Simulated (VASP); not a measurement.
# Al2Au (Fm-3m) in VASP: further runs

The runs below take Al2Au through single point, with PBE.

Everything below comes from runs of VASP 6.6.1. Logs are shortened: lines on timing, memory, paths and dates and some standing lists are left out, and cuts for length are marked.

## 1. The cell of the first run

The structure is cubic, space group Fm-3m (No. 225). Conventional cell: a = 6.000 Å, b = 6.000 Å, c = 6.000 Å, α = 90.00°, β = 90.00°, γ = 90.00°. Al (site symmetry -43m) has 4 Au at 2.60 Å and 6 Al at 3.00 Å within 3.4 Å. Au (site symmetry m-3m) has 8 Al at 2.60 Å within 3.4 Å.

## 2. Single point, PBE

Input file INCAR:

```
PREC = Accurate
ENCUT = 500
EDIFF = 1E-6
ISMEAR = 1
SIGMA = 0.1
LREAL = F
LASPH = T
NELM = 120
ALGO = Normal
ISIF = 2
LWAVE = F
LCHARG = T
GGA = PE
LELF = T
LVHAR = T
NBANDS = 26
GGA_COMPAT = F
```

Input file KPOINTS:

```
regular mesh
0
Gamma
  6 3 6
```

Input file POSCAR:

```
Al2Au
1.0
    0.0000000000      3.0000000000      3.0000000000
    6.0000000000      0.0000000000      6.0000000000
    3.0000000000      3.0000000000      0.0000000000
Al Au
4 2
Direct
    0.2500000000      0.1250000000      0.2500000000
    0.7500000000      0.3750000000      0.7500000000
    0.2500000000      0.6250000000      0.2500000000
    0.7500000000      0.8750000000      0.7500000000
    0.0000000000      0.0000000000      0.0000000000
    0.0000000000      0.5000000000      0.0000000000
```

Potentials or basis: VASP PAW PBE potentials, release 64 (Al, Au).

Started as:

```console
> cat potpaw_PBE.64/Al/POTCAR potpaw_PBE.64/Au/POTCAR > POTCAR
> mpirun -np 1 vasp_std > vasp.out
```

OUTCAR:

```text
PREC = Accurate
   ENCUT = 500
   EDIFF = 1E-6
   ISMEAR = 1
   LREAL = F
   LASPH = T
   NELM = 120
   ISIF = 2
   GGA = PE

 ion  position               nearest neighbor table
   1  0.250  0.125  0.250-   5 2.60   5 2.60   5 2.60   6 2.60   4 3.00   2 3.00   4 3.00   2 3.00
                             4 3.00   2 3.00
   2  0.750  0.375  0.750-   5 2.60   6 2.60   6 2.60   6 2.60   3 3.00   1 3.00   1 3.00   3 3.00
                             1 3.00   3 3.00
   3  0.250  0.625  0.250-   6 2.60   6 2.60   5 2.60   6 2.60   2 3.00   2 3.00   4 3.00   2 3.00
                             4 3.00   4 3.00
   4  0.750  0.875  0.750-   5 2.60   6 2.60   5 2.60   5 2.60   3 3.00   3 3.00   1 3.00   3 3.00
                             1 3.00   1 3.00
   5  0.000  0.000  0.000-   4 2.60   4 2.60   1 2.60   2 2.60   3 2.60   4 2.60   1 2.60   1 2.60

   6  0.000  0.500  0.000-   2 2.60   2 2.60   1 2.60   2 2.60   3 2.60   4 2.60   3 2.60   3 2.60

  LATTYP: Found a trigonal (rhomboedric) cell.
 ALAT       =     7.3484692283
 COS(alpha) =     0.8333333333

  Lattice vectors:

 A1 = (   3.0000000000,  -6.0000000000,   3.0000000000)
 A2 = (   6.0000000000,  -3.0000000000,   3.0000000000)
 A3 = (   3.0000000000,  -3.0000000000,   6.0000000000)

Analysis of symmetry for initial positions (statically):
=====================================================================
 Subroutine PRICEL returns following result:

  LATTYP: Found a face centered cubic cell.
 ALAT       =     6.0000000000

  Lattice vectors:

 A1 = (   0.0000000000,   3.0000000000,   3.0000000000)
 A2 = (   3.0000000000,   0.0000000000,   3.0000000000)
 A3 = (   3.0000000000,   3.0000000000,   0.0000000000)

   2 primitive cells build up your supercell.

 Routine SETGRP: Setting up the symmetry group for a
 trigonal (rhombohedral) supercell.

 Subroutine GETGRP returns: Found 12 space group operations
 (whereof 12 operations were pure point group operations)
 out of a pool of 12 trial point group operations.

The static configuration has the point symmetry D_3d.

Analysis of symmetry for dynamics (positions and initial velocities):
=====================================================================
 Subroutine PRICEL returns following result:

  LATTYP: Found a face centered cubic cell.
 ALAT       =     6.0000000000

  Lattice vectors:

 A1 = (   0.0000000000,   3.0000000000,   3.0000000000)
 A2 = (   3.0000000000,   0.0000000000,   3.0000000000)
 A3 = (   3.0000000000,   3.0000000000,   0.0000000000)

   2 primitive cells build up your supercell.

 Routine SETGRP: Setting up the symmetry group for a
 trigonal (rhombohedral) supercell.

 Subroutine GETGRP returns: Found 12 space group operations
 (whereof 12 operations were pure point group operations)
 out of a pool of 12 trial point group operations.

The dynamic configuration has the point symmetry D_3d.

 Subroutine INISYM returns: Found 12 space group operations
 (whereof 12 operations are pure point group operations),
 and found     2 'primitive' translations

----------------------------------------------------------------------------------------

                                     Primitive cell

  volume of cell :      54.0000

  direct lattice vectors                    reciprocal lattice vectors
     0.000000000  3.000000000  3.000000000    -0.166666667  0.166666667  0.166666667
     3.000000000  0.000000000  3.000000000     0.166666667 -0.166666667  0.166666667
     3.000000000  3.000000000  0.000000000     0.166666667  0.166666667 -0.166666667

  length of vectors
     4.242640687  4.242640687  4.242640687     0.288675135  0.288675135  0.288675135

  position of ions in fractional coordinates (direct lattice)
     0.250000000  0.250000000  0.250000000
     0.750000000  0.750000000  0.750000000
     0.000000000  0.000000000  0.000000000

[... 28 lines left out ...]
|                                                                             |
|           W    W    AA    RRRRR   N    N  II  N    N   GGGG   !!!           |
|           W    W   A  A   R    R  NN   N  II  NN   N  G    G  !!!           |
|           W    W  A    A  R    R  N N  N  II  N N  N  G       !!!           |
|           W WW W  AAAAAA  RRRRR   N  N N  II  N  N N  G  GGG   !            |
|           WW  WW  A    A  R   R   N   NN  II  N   NN  G    G                |
|           W    W  A    A  R    R  N    N  II  N    N   GGGG   !!!           |
|                                                                             |
|     Your reciprocal lattice and k-lattice belong to different lattice       |
|     classes:                                                                |
|                                                                             |
|        The reciprocal lattice is rhombohedral (trigonal),                   |
|        whereas your k-lattice is body-centered cubic.                       |
|                                                                             |
|     Results are often still useful ...                                      |
|                                                                             |
 -----------------------------------------------------------------------------

 Subroutine IBZKPT returns following result:
 ===========================================

 Found     16 irreducible k-points:

 Following reciprocal coordinates:
            Coordinates               Weight
  0.000000  0.000000  0.000000      1.000000
  0.166667  0.000000  0.000000      6.000000
  0.333333  0.000000  0.000000      6.000000
  0.500000  0.000000  0.000000      3.000000
  0.000000  0.333333  0.000000      2.000000
  0.166667  0.333333  0.000000      6.000000
[... 8 lines left out ...]
  0.500000 -0.333333  0.166667     12.000000
 -0.333333  0.000000  0.333333      6.000000
   k-points           NKPTS =     16   k-points in BZ     NKDIM =     16   number of bands    NBANDS=     26
   number of dos      NEDOS =    301   number of ions     NIONS =      6
   total plane-waves  NPLWV =  65536
   dimension x,y,z NGX =    32 NGY =   64 NGZ =   32
   dimension x,y,z NGXF=    64 NGYF=  128 NGZF=   64
   ions per type =               4   2
   NGX,Y,Z   is equivalent  to a cutoff of  12.54, 12.54, 12.54 a.u.
   NGXF,Y,Z  is equivalent  to a cutoff of  25.08, 25.08, 25.08 a.u.
 SYSTEM =  unknown system
   PREC   = accura    normal or accurate (medium, high low for compatibility)
   ISTART =      0    job   : 0-new  1-cont  2-samecut
   ICHARG =      2    charge: 1-file 2-atom 10-const
   ISPIN  =      1    spin polarized calculation?
   LNONCOLLINEAR =      F non collinear calculations
   LSORBIT =      F    spin-orbit coupling
   LASPH  =      T    aspherical Exc in radial PAW
   ENCUT  =  500.0 eV  36.75 Ry    6.06 a.u.   7.74 15.47  7.74*2*pi/ulx,y,z
   NELM   =    120;   NELMIN=  2; NELMDL= -5     # of ELM steps
   EDIFF  = 0.1E-05   stopping-criterion for ELM
   LREAL  =      F    real-space projection
   EDIFFG = 0.1E-04   stopping-criterion for IOM
   NSW    =      0    number of steps for IOM
   IBRION =     -1    ionic relax: 0-MD 1-quasi-New 2-CG
   NFREE  =      0    steps in history (QN), initial steepest desc. (CG)
   ISIF   =      2    stress and relaxation
   ISYM   =      2    0-nonsym 1-usesym 2-fastsym
   POTIM  = 0.5000    time-step for ionic-motion
   TEBEG  =    0.0;   TEEND  =   0.0 temperature during run
   PSTRESS=    0.0 pullay stress
   NELECT =      34.0000    total number of electrons
   NUPDOWN=      -1.0000    fix difference up-down
   EMIN   =  10.00;   EMAX   =-10.00  energy-range for DOS
   EFERMI =   0.00;   METHOD = LEGACY
   ISMEAR =     1;   SIGMA  =   0.10  broadening in eV -4-tet -1-fermi 0-gaus
   EFERMI_NEDOS =   21; number of points for ismear=-14 and -15
   IALGO  =     38    algorithm
   IMIX   =      4    mixing-type and parameters
     AMIX     =   0.40;   BMIX     =  1.00
     AMIX_MAG =   1.60;   BMIX_MAG =  1.00
  volume/ion in A,a.u.               =      18.00       121.47
  Fermi-wavevector in a.u.,A,eV,Ry     =   1.113679  2.104547 16.875035  1.240280
  Thomas-Fermi vector in A             =   2.250266
   LORBIT       =      0    0 simple, 1 ext, 2 COOP (PROOUT), +10 PAW based schemes
   GGA     = PE    functional components
   LHFCALC =     F    Hartree Fock is set to
   AEXX    =    0.0000 exact exchange contribution
   IVDW    =     0    specifies the selected vdW correction
   LEPSILON=     F    determine dielectric tensor
   LRPA    =     F    only Hartree local field effects (RPA)
 non-spin polarized calculation
 Methfessel and Paxton  Order N= 1 SIGMA  =   0.10
  energy-cutoff  :      500.00
  volume of cell :      108.00
 maximum number of plane-waves:      2765
   NGX = 15   NGY = 31   NGZ = 15

 number of electron      34.0000001 magnetization

 Free energy of the ion-electron system (eV)
  ---------------------------------------------------
  ext. energy  EPLUGINS =         0.00000000
  ---------------------------------------------------
  free energy    TOTEN  =       -24.01303655 eV

  energy without entropy =      -24.00969456  energy(sigma->0) =      -24.01192255

 E-fermi :   7.6684     XC(G=0): -10.5264

 val. band max:        7.6675895829   @ k =   0.3333   0.0000   0.1667
 cond. band min:       8.1547149075   @ k =   0.5000   0.0000   0.0000
 fundamental gap:      0.4871253246
 Fermi energy:         7.6683924827

 k-point     1 :       0.0000    0.0000    0.0000
  band No.  band energies     occupation
      1      -2.7564      2.00000
      2      -0.7092      2.00000
      3       1.1948      2.00000
      4       1.1949      2.00000
      5       1.1949      2.00000
      6       1.3358      2.00000
[... 453 lines left out ...]
     25      14.2175      0.00000
     26      14.6451      0.00000

------------------------ aborting loop because EDIFF is reached ----------------------------------------

  FORCE on cell =-STRESS in cart. coord.  units (eV):
  Direction    XX          YY          ZZ          XY          YZ          ZX
  --------------------------------------------------------------------------------------
  -------------------------------------------------------------------------------------
  Total        2.0909709      2.0909709      2.0909709      0.0000332      0.0000332     -0.0000332
  in kB       31.0195011     31.0195011     31.0195011      0.0004928      0.0004928     -0.0004928
  external PRESSURE =      31.0195011 kB  Pullay stress =       0.0000000 kB

 VOLUME and BASIS-vectors are now :
 -----------------------------------------------------------------------------
  energy-cutoff  :      500.00
  volume of cell :      108.00
      direct lattice vectors                 reciprocal lattice vectors
     0.000000000  3.000000000  3.000000000    -0.166666667  0.166666667  0.166666667
     6.000000000  0.000000000  6.000000000     0.083333333 -0.083333333  0.083333333
     3.000000000  3.000000000  0.000000000     0.166666667  0.166666667 -0.166666667

 POSITION                                       TOTAL-FORCE (eV/Angst)
 -----------------------------------------------------------------------------------
      1.50000      1.50000      1.50000         0.000001     -0.000001      0.000001
      4.50000      4.50000      4.50000        -0.000001      0.000001     -0.000001
      4.50000      1.50000      4.50000         0.000001     -0.000001      0.000001
      7.50000      4.50000      7.50000        -0.000001      0.000001     -0.000001
      0.00000      0.00000      0.00000         0.000000     -0.000000      0.000000
      3.00000      0.00000      3.00000         0.000000     -0.000000     -0.000000
 -----------------------------------------------------------------------------------
    total drift:                                0.000000      0.000000      0.000000

  FREE ENERGIE OF THE ION-ELECTRON SYSTEM (eV)
  ---------------------------------------------------
  free  energy   TOTEN  =       -24.0130365527 eV

  energy  without entropy=      -24.0096945567  energy(sigma->0) =      -24.01192255
```

Run time: 42 s. Hardware: 1 thread of Intel Xeon Platinum 8488C (Sapphire Rapids), shared host; peak memory 0.24 GiB.

Results:

```
Free energy            : -24.0130 eV
Pressure               : 3.1 GPa
Band gap on the k mesh : zero (bands 17 and 18 overlap by 3.82 eV)
```

Caveat: the cell stands under pressure; spin-orbit coupling is left out, which moves the levels of the heavy elements.

## 3. Single point, PBE

This run uses another cell than the first one: it holds 12 atoms, not 6.

Input file INCAR:

```
PREC     = Accurate       # precision mode
ENCUT    = 500            # plane-wave cutoff, eV
EDIFF    = 1E-6           # SCF threshold, eV
ISMEAR   = 1              # smearing method
SIGMA    = 0.1            # smearing width, eV
LREAL    = False          # projectors in reciprocal space
LASPH    = True           # aspherical terms in the spheres
NELM     = 120            # most SCF steps
ALGO     = Normal         # electronic algorithm
ISIF     = 2              # what is computed and relaxed
LWAVE    = False          # write WAVECAR
LCHARG   = False          # write CHGCAR
GGA      = PE             # functional
NBANDS   = 46             # bands
GGA_COMPAT= False
```

Input file KPOINTS:

```
regular mesh
0
Gamma
  3 3 6
```

Input file POSCAR:

```
Al2Au
1.0
    0.0000000000      6.0000000000      6.0000000000
    6.0000000000      0.0000000000      6.0000000000
    3.0000000000      3.0000000000      0.0000000000
Al Au
8 4
Direct
    0.1250000000      0.1250000000      0.2500000000
    0.3750000000      0.3750000000      0.7500000000
    0.1250000000      0.6250000000      0.2500000000
    0.3750000000      0.8750000000      0.7500000000
    0.6250000000      0.1250000000      0.2500000000
    0.8750000000      0.3750000000      0.7500000000
    0.6250000000      0.6250000000      0.2500000000
    0.8750000000      0.8750000000      0.7500000000
    0.0000000000      0.0000000000      0.0000000000
    0.0000000000      0.5000000000      0.0000000000
    0.5000000000      0.0000000000      0.0000000000
    0.5000000000      0.5000000000      0.0000000000
```

Potentials or basis: VASP PAW PBE potentials, release 64 (Al, Au).

Started as:

```console
> cat potpaw_PBE.64/Al/POTCAR potpaw_PBE.64/Au/POTCAR > POTCAR
> mpirun -np 1 vasp_std > vasp.out
```

Wall time 2.6 min (1 thread of Intel Xeon Platinum 8488C (Sapphire Rapids), shared host); peak memory 0.4 GiB.

The run converged. Its results:

```yaml
Free_energy: -48.0262 eV
Pressure: 3.1 GPa
Band_gap_on_the_k_mesh: zero (bands 34 and 35 overlap by 2.12 eV)
```

Levels at points of the mesh, in eV from the Fermi level:
```
           k point  band 32  band 33  band 34  band 35  band 36  band 37
(0.00, 0.00, 0.00)     0.49     0.49     1.39     2.23     2.37     3.09
(0.00, 0.00, 0.50)    -1.98     0.49     0.49     0.49     0.49     1.39
```

Caveat: the cell stands under pressure; spin-orbit coupling is left out, which moves the levels of the heavy elements.
